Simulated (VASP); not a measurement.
Set up this calculation in VASP 6.6.1, as the native input.

```
Task                   : single point
Functional             : PBEsol
Potentials or basis    : VASP PAW PBE potentials, release 64 (Cd)
Cutoff                 : 520 eV
k mesh                 : 9 × 9 × 13
Occupations            : fermi-dirac, width 0.1 eV
Spin                   : no spin polarisation
Dipole correction      : no
Further INCAR settings : ALGO = Normal; EDIFF = 1e-06; NBANDS = 25
```

The structure of Cd lies in POSCAR:

```
Cd
1.0
    3.8972852138      0.0000000000      0.0000000000
   -1.9486426069      3.3751480010      0.0000000000
    0.0000000000      0.0000000000      2.3455645141
Cd
3
Direct
    0.0000000000      0.0000000000      0.0000000000
    0.3333333333      0.6666666667      0.5000000000
    0.6666666667      0.3333333333      0.5000000000
```

The input as run:

INCAR

```
SYSTEM = Cd
PREC = Accurate
ENCUT = 520
EDIFF = 1E-6
ISMEAR = -1
SIGMA = 0.1
LREAL = .FALSE.
LASPH = .TRUE.
NELM = 100
ALGO = Normal
ISIF = 2
LWAVE = .FALSE.
LCHARG = .FALSE.
GGA = PS
NBANDS = 25
```

KPOINTS

```
Automatic mesh
0
G
  9 9 13
  0 0 0
```

Potentials or basis: VASP PAW PBE potentials, release 64 (Cd).

Command:

```bash
$ cat potpaw_PBE.64/Cd/POTCAR > POTCAR
$ mpirun -np 1 vasp_std > vasp.out
```

Results of the run:

```
Pressure               : 325.7 GPa
Band gap on the k mesh : zero (band 18 reaches 16.14 eV, above the bottom of band 19 at 12.86 eV)
```

Caveat: the PAW data sets were made with another functional, which shifts forces and pressure a little.

It took 28 s on 1 thread of Intel(R) Xeon(R) Platinum 8488C (Sapphire Rapids), on a shared host, peak memory 0.18 GiB.
